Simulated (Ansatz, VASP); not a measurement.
**One calculation of Ir, two programs**

```
CELL_PARAMETERS angstrom
2.72794 0.00000 0.00000
-1.36397 2.36246 0.00000
0.00000 0.00000 4.48605
ATOMIC_POSITIONS crystal
Ir 0.66667 0.33333 0.75000
Ir 0.33333 0.66667 0.25000
```

Alike in both runs: functional BLYP; dispersion D3(BJ); k mesh 10 × 10 × 5; occupations gaussian, width 0.15 eV; no spin polarisation.

Ansatz relaxed the structure, and its values are those at the end. VASP's run is a single point on that final structure, the one shown.

```csv
,VASP,Ansatz
version,VASP 6.6.1,Ansatz 0.2.0
potentials or method,"VASP PAW PBE potentials, release 64 (Ir_sv_GW), cutoff 560 eV","plane waves, PAW"
valence electrons in the cell,34,34
```

|  | VASP | Ansatz | Ansatz less VASP |
| --- | --- | --- | --- |
| gap on the k mesh at the Fermi level (eV) | none | none | - |
| pressure (GPa) | -0.1 | 0.0 | +0.13 |

VASP's potentials were made for PBE, not for BLYP. A gap of «none» marks a metal or a gap that the smearing closes. Ansatz's warnings: stress scf threshold loose.

Neither program's run includes spin-orbit coupling.
